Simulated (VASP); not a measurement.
Set up this calculation in VASP 6.6.1, as the native input.

```yaml
Task: single point
Functional: PBEsol
Potentials_or_basis: VASP PAW PBE potentials, release 64 (O)
Cutoff: 520 eV
k_mesh: 10 × 10 × 7
Occupations: fermi-dirac, width 0.05 eV
Spin: no spin polarisation
Dipole_correction: no
Further_INCAR_settings: ALGO = Normal; EDIFF = 1e-07; NBANDS = 13
```

The structure of O lies in POSCAR:

```
O
1.0
    2.8322653448     -1.6512584499      0.0000000000
    2.8322653448      1.6512584499      0.0000000000
   -2.3784205071      0.0000000000      3.6225725980
O
2
Direct
    0.9745461700      0.9745461700      0.8444259800
    0.0254538300      0.0254538300      0.1555740200
```

The input as run:

INCAR

```
SYSTEM = O
ALGO = Normal
EDIFF = 1E-7
ENCUT = 520
GGA = PS
ISIF = 2
ISMEAR = -1
LASPH = .True.
LCHARG = .False.
LREAL = .False.
LWAVE = .False.
NBANDS = 13
NELM = 100
PREC = Accurate
SIGMA = 0.05
```

KPOINTS

```
k-points
0
Gamma
  10 10 7
  0 0 0
```

Potentials or basis: VASP PAW PBE potentials, release 64 (O).

The run is started by

```sh
$ cat potpaw_PBE.64/O/POTCAR > POTCAR
$ mpirun -np 1 vasp_std > vasp.out
```

Results of the run:

| Property | Result |
| --- | --- |
| Pressure | -0.5 GPa |
| Largest force | 1.059 eV/Å |
| Band gap on the k mesh | zero (bands 6 and 7 overlap by 0.28 eV) |

Caveat: the standard files for N, O and F lose accuracy on very short bonds; spin is off for a triplet molecule; this functional lacks dispersion, which holds the molecules together, so the pressure and a relaxed volume are unreliable; the PAW data sets were made with another functional, which shifts forces and pressure a little.

It took 72 s on 1 thread of Intel Xeon 8259CL, with other jobs on the host, peak memory 0.19 GiB.
